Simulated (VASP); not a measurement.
The system is ScAl3.

```
CELL_PARAMETERS angstrom
4.08781 0.00000 0.00000
0.00000 4.08781 0.00000
0.00000 0.00000 4.08781
ATOMIC_POSITIONS crystal
Sc 0.00000 0.00000 0.00000
Al 0.50000 0.50000 0.00000
Al 0.00000 0.50000 0.50000
Al 0.50000 0.00000 0.50000
```

| Quantity | Value |
| --- | --- |
| Program | VASP 6.6.1 |
| Task | relaxation of cell and atoms |
| Functional | RPBE |
| Dispersion | D4 |
| Potentials or basis | VASP PAW PBE potentials, release 64 (Sc_sv, Al) |
| Cutoff | 600 eV |
| k mesh | 7 × 7 × 7 |
| Occupations | fermi-dirac, width 0.05 eV |
| Spin | no spin polarisation |

At the start: pressure -2.6 GPa; volume 17.08 Å³/atom.

Problem. Where does the relaxation end?

Solution. Over 3 steps the energy falls by 4.2 meV/atom and the volume is 16.58 Å³/atom (-2.9 %); space group Pm-3m (No. 221, to 0.05 Å).

Step by step:
```tsv
step	energy change (eV)	largest force (eV/Å)	pressure (GPa)	volume (Å³)
1	0.0000	0.0000	-2.63	68.31
2	-0.0141	0.0000	1.12	65.57
3	-0.0167	0.0000	0.00	66.33
```

Final structure:
```yaml
crystal:
  lattice:
    - [4.04789, 0.00000, 0.00000]
    - [0.00000, 4.04789, 0.00000]
    - [0.00000, 0.00000, 4.04789]
  atoms:
    - { symbol: Sc, position: [0.00000, 0.00000, 0.00000] }
    - { symbol: Al, position: [0.50000, 0.50000, 0.00000] }
    - { symbol: Al, position: [0.00000, 0.50000, 0.50000] }
    - { symbol: Al, position: [0.50000, 0.00000, 0.50000] }
```

Caveat: the PAW data sets were made with another functional, which shifts forces and pressure a little; pairwise dispersion overbinds metals, which lowers pressure and volume.
